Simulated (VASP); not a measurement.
# RbBr (Pm-3m) in VASP: single point with PBEsol

Aim: the single point of RbBr with PBEsol.

Program: VASP 6.6.1. These are calculated values, not measurements. Logs are shortened: lines on timing, memory, paths and dates and some standing lists are left out, and cuts for length are marked.

## Step 1: The cell of the first run

Symmetry: Pm-3m, No. 221, cubic system. The conventional cell has a = 4.126 Å, b = 4.126 Å, c = 4.126 Å, α = 90.00°, β = 90.00°, γ = 90.00°. Rb (site symmetry m-3m) has 8 Br at 3.57 Å and 6 Rb at 4.13 Å within 4.7 Å. Br (site symmetry m-3m) has 8 Rb at 3.57 Å and 6 Br at 4.13 Å within 4.7 Å.

## Step 2: Single point, PBEsol

The input, INCAR:

```
PREC = Accurate ; ENCUT = 500
EDIFF = 1E-6 ; ISMEAR = 0
SIGMA = 0.01 ; LREAL = False
LASPH = True ; NELM = 120
ALGO = Normal ; ISIF = 2
LWAVE = False ; LCHARG = False
GGA = PS ; NBANDS = 15
GGA_COMPAT = False
```

The input, KPOINTS:

```
regular mesh
0
Gamma
  3 3 3
```

The input, POSCAR:

```
RbBr
1.0
    4.1261000000      0.0000000000      0.0000000000
    0.0000000000      4.1261000000      0.0000000000
    0.0000000000      0.0000000000      4.1261000000
Rb Br
1 1
Direct
    0.0000000000      0.0000000000      0.0000000000
    0.5000000000      0.5000000000      0.5000000000
```

Potentials or basis: VASP PAW PBE potentials, release 64 (Rb_sv, Br).

On the command line:

```
$ cat potpaw_PBE.64/Rb_sv/POTCAR potpaw_PBE.64/Br/POTCAR > POTCAR
$ mpirun -np 1 vasp_std > vasp.out
```

OUTCAR:

```text
PREC = Accurate
   ENCUT = 500
   EDIFF = 1E-6
   ISMEAR = 0
   LREAL = False
   LASPH = True
   NELM = 120
   ISIF = 2
   GGA = PS

 ion  position               nearest neighbor table
   1  0.000  0.000  0.000-   2 3.57   2 3.57   2 3.57   2 3.57   2 3.57   2 3.57   2 3.57   2 3.57

   2  0.500  0.500  0.500-   1 3.57   1 3.57   1 3.57   1 3.57   1 3.57   1 3.57   1 3.57   1 3.57

  LATTYP: Found a simple cubic cell.
 ALAT       =     4.1261000000

  Lattice vectors:

 A1 = (   4.1261000000,   0.0000000000,   0.0000000000)
 A2 = (   0.0000000000,   4.1261000000,   0.0000000000)
 A3 = (   0.0000000000,   0.0000000000,   4.1261000000)

Analysis of symmetry for initial positions (statically):
=====================================================================
 Subroutine PRICEL returns:
 Original cell was already a primitive cell.

 Routine SETGRP: Setting up the symmetry group for a
 simple cubic supercell.

 Subroutine GETGRP returns: Found 48 space group operations
 (whereof 48 operations were pure point group operations)
 out of a pool of 48 trial point group operations.

The static configuration has the point symmetry O_h .

Analysis of symmetry for dynamics (positions and initial velocities):
=====================================================================
 Subroutine PRICEL returns:
 Original cell was already a primitive cell.

 Routine SETGRP: Setting up the symmetry group for a
 simple cubic supercell.

 Subroutine GETGRP returns: Found 48 space group operations
 (whereof 48 operations were pure point group operations)
 out of a pool of 48 trial point group operations.

The dynamic configuration has the point symmetry O_h .

 Subroutine INISYM returns: Found 48 space group operations
 (whereof 48 operations are pure point group operations),
 and found     1 'primitive' translations

----------------------------------------------------------------------------------------

                                     Primitive cell

  volume of cell :      70.2456

  direct lattice vectors                    reciprocal lattice vectors
     4.126100000  0.000000000  0.000000000     0.242359613  0.000000000  0.000000000
     0.000000000  4.126100000  0.000000000     0.000000000  0.242359613  0.000000000
     0.000000000  0.000000000  4.126100000     0.000000000  0.000000000  0.242359613

  length of vectors
     4.126100000  4.126100000  4.126100000     0.242359613  0.242359613  0.242359613

  position of ions in fractional coordinates (direct lattice)
     0.000000000  0.000000000  0.000000000
     0.500000000  0.500000000  0.500000000

  ion indices of the primitive-cell ions
   primitive index   ion index
                 1           1
                 2           2

----------------------------------------------------------------------------------------

 KPOINTS: regular mesh

Automatic generation of k-mesh.
 Grid dimensions read from file:
 generate k-points for:    3    3    3

 Generating k-lattice:

  Cartesian coordinates                     Fractional coordinates (reciprocal lattice)
     0.080786538  0.000000000  0.000000000     0.333333333  0.000000000  0.000000000
     0.000000000  0.080786538  0.000000000     0.000000000  0.333333333  0.000000000
     0.000000000  0.000000000  0.080786538     0.000000000  0.000000000  0.333333333

  Length of vectors
     0.080786538  0.080786538  0.080786538

  Shift w.r.t. Gamma in fractional coordinates (k-lattice)
     0.000000000  0.000000000  0.000000000

 Subroutine IBZKPT returns following result:
 ===========================================

 Found      4 irreducible k-points:

 Following reciprocal coordinates:
            Coordinates               Weight
  0.000000  0.000000  0.000000      1.000000
  0.333333  0.000000  0.000000      6.000000
  0.333333  0.333333  0.000000     12.000000
  0.333333  0.333333  0.333333      8.000000
   k-points           NKPTS =      4   k-points in BZ     NKDIM =      4   number of bands    NBANDS=     15
   number of dos      NEDOS =    301   number of ions     NIONS =      2
   total plane-waves  NPLWV =  27000
   dimension x,y,z NGX =    30 NGY =   30 NGZ =   30
   dimension x,y,z NGXF=    60 NGYF=   60 NGZF=   60
   ions per type =               1   1
   NGX,Y,Z   is equivalent  to a cutoff of  12.09, 12.09, 12.09 a.u.
   NGXF,Y,Z  is equivalent  to a cutoff of  24.17, 24.17, 24.17 a.u.
 SYSTEM =  unknown system
   PREC   = accura    normal or accurate (medium, high low for compatibility)
   ISTART =      0    job   : 0-new  1-cont  2-samecut
   ICHARG =      2    charge: 1-file 2-atom 10-const
   ISPIN  =      1    spin polarized calculation?
   LNONCOLLINEAR =      F non collinear calculations
   LSORBIT =      F    spin-orbit coupling
   LASPH  =      T    aspherical Exc in radial PAW
   ENCUT  =  500.0 eV  36.75 Ry    6.06 a.u.   7.52  7.52  7.52*2*pi/ulx,y,z
   NELM   =    120;   NELMIN=  2; NELMDL= -5     # of ELM steps
   EDIFF  = 0.1E-05   stopping-criterion for ELM
   LREAL  =      F    real-space projection
   EDIFFG = 0.1E-04   stopping-criterion for IOM
   NSW    =      0    number of steps for IOM
   IBRION =     -1    ionic relax: 0-MD 1-quasi-New 2-CG
   NFREE  =      0    steps in history (QN), initial steepest desc. (CG)
   ISIF   =      2    stress and relaxation
   ISYM   =      2    0-nonsym 1-usesym 2-fastsym
   POTIM  = 0.5000    time-step for ionic-motion
   TEBEG  =    0.0;   TEEND  =   0.0 temperature during run
   PSTRESS=    0.0 pullay stress
   NELECT =      16.0000    total number of electrons
   NUPDOWN=      -1.0000    fix difference up-down
   EMIN   =  10.00;   EMAX   =-10.00  energy-range for DOS
   EFERMI =   0.00;   METHOD = LEGACY
   ISMEAR =     0;   SIGMA  =   0.01  broadening in eV -4-tet -1-fermi 0-gaus
   EFERMI_NEDOS =   21; number of points for ismear=-14 and -15
   IALGO  =     38    algorithm
   IMIX   =      4    mixing-type and parameters
     AMIX     =   0.40;   BMIX     =  1.00
     AMIX_MAG =   1.60;   BMIX_MAG =  1.00
  volume/ion in A,a.u.               =      35.12       237.02
  Fermi-wavevector in a.u.,A,eV,Ry     =   0.999789  1.889327 13.600088  0.999578
  Thomas-Fermi vector in A             =   2.132103
   LORBIT       =      0    0 simple, 1 ext, 2 COOP (PROOUT), +10 PAW based schemes
   GGA     = PS    functional components
   LHFCALC =     F    Hartree Fock is set to
   AEXX    =    0.0000 exact exchange contribution
   IVDW    =     0    specifies the selected vdW correction
   LEPSILON=     F    determine dielectric tensor
   LRPA    =     F    only Hartree local field effects (RPA)
 non-spin polarized calculation
 Gauss-broadening in eV      SIGMA  =   0.01
  energy-cutoff  :      500.00
  volume of cell :       70.25
 maximum number of plane-waves:      1804
 NGX is ok and might be reduce to    30
   NGX = 15   NGY = 15   NGZ = 15

 number of electron      16.0000005 magnetization

 Free energy of the ion-electron system (eV)
  ---------------------------------------------------
  ext. energy  EPLUGINS =         0.00000000
  ---------------------------------------------------
  free energy    TOTEN  =        -6.27497012 eV

  energy without entropy =       -6.27497012  energy(sigma->0) =       -6.27497012

 E-fermi :  -0.7335     XC(G=0):  -8.1135

 val. band max:       -0.8497922182   @ k =   0.3333   0.3333   0.0000
 cond. band min:       3.1427624307   @ k =   0.0000   0.0000   0.0000
 fundamental gap:      3.9925546489
 Fermi energy:        -0.7334652705

 k-point     1 :       0.0000    0.0000    0.0000
  band No.  band energies     occupation
      1     -25.8043      2.00000
      2     -13.3816      2.00000
      3      -9.7962      2.00000
      4      -9.7962      2.00000
      5      -9.7962      2.00000
      6      -0.9064      2.00000
      7      -0.9064      2.00000
      8      -0.9064      2.00000
      9       3.1428      0.00000
     10       4.6977      0.00000
     11       4.6977      0.00000
     12       9.1324      0.00000
     13       9.1324      0.00000
     14       9.1324      0.00000
     15      11.8443      0.00000

 k-point     2 :       0.3333    0.0000    0.0000
  band No.  band energies     occupation
      1     -25.7886      2.00000
      2     -13.3774      2.00000
      3      -9.9022      2.00000
      4      -9.7595      2.00000
      5      -9.7595      2.00000
      6      -2.1987      2.00000
      7      -0.9632      2.00000
      8      -0.9632      2.00000
      9       5.1452      0.00000
     10       5.4948      0.00000
     11       6.4984      0.00000
     12       8.7645      0.00000
     13       8.9096      0.00000
     14       8.9096      0.00000
     15       9.6720      0.00000

 k-point     3 :       0.3333    0.3333    0.0000
  band No.  band energies     occupation
      1     -25.7738      2.00000
      2     -13.2742      2.00000
      3     -10.0362      2.00000
      4      -9.9493      2.00000
      5      -9.7312      2.00000
      6      -1.9175      2.00000
      7      -1.6477      2.00000
      8      -0.8498      2.00000
      9       5.0293      0.00000
     10       5.6622      0.00000
     11       7.4938      0.00000
     12       7.9204      0.00000
     13       8.1368      0.00000
     14       8.4150      0.00000
     15      10.0372      0.00000

 k-point     4 :       0.3333    0.3333    0.3333
  band No.  band energies     occupation
      1     -25.7598      2.00000
      2     -13.1761      2.00000
      3      -9.9782      2.00000
      4      -9.9782      2.00000
      5      -9.9689      2.00000
      6      -1.8163      2.00000
      7      -1.8163      2.00000
      8      -1.7114      2.00000
      9       6.2246      0.00000
     10       6.9251      0.00000
     11       6.9251      0.00000
     12       7.2982      0.00000
     13       8.2855      0.00000
     14       8.2855      0.00000
     15      11.7611      0.00000

------------------------ aborting loop because EDIFF is reached ----------------------------------------

  FORCE on cell =-STRESS in cart. coord.  units (eV):
  Direction    XX          YY          ZZ          XY          YZ          ZX
  --------------------------------------------------------------------------------------
  -------------------------------------------------------------------------------------
  Total       -0.1856906     -0.1856906     -0.1856906      0.0000000     -0.0000000     -0.0000000
  in kB       -4.2352712     -4.2352712     -4.2352712      0.0000000     -0.0000000     -0.0000000
  external PRESSURE =      -4.2352712 kB  Pullay stress =       0.0000000 kB

 VOLUME and BASIS-vectors are now :
 -----------------------------------------------------------------------------
  energy-cutoff  :      500.00
  volume of cell :       70.25
      direct lattice vectors                 reciprocal lattice vectors
     4.126100000  0.000000000  0.000000000     0.242359613  0.000000000  0.000000000
     0.000000000  4.126100000  0.000000000     0.000000000  0.242359613  0.000000000
     0.000000000  0.000000000  4.126100000     0.000000000  0.000000000  0.242359613

 POSITION                                       TOTAL-FORCE (eV/Angst)
 -----------------------------------------------------------------------------------
      0.00000      0.00000      0.00000         0.000000      0.000000      0.000000
      2.06305      2.06305      2.06305         0.000000      0.000000      0.000000
 -----------------------------------------------------------------------------------
    total drift:                                0.000000      0.000000     -0.000000

  FREE ENERGIE OF THE ION-ELECTRON SYSTEM (eV)
  ---------------------------------------------------
  free  energy   TOTEN  =        -6.2749701247 eV

  energy  without entropy=       -6.2749701247  energy(sigma->0) =       -6.27497012
```

Run time: 5.9 s. Hardware: 1 thread of Intel Xeon Platinum 8488C (Sapphire Rapids), shared host; peak memory 0.16 GiB.

What came out:

```yaml
Free_energy: -6.2750 eV
Pressure: -0.4 GPa
Band_gap_on_the_k_mesh: 3.99 eV (least direct gap 4.05 eV)
```

Caveat: the k points lie up to 0.51 Å⁻¹ apart; the PAW data sets were made with another functional, which shifts forces and pressure a little; an odd mesh through Γ misses points on the zone boundary, where band edges can lie.
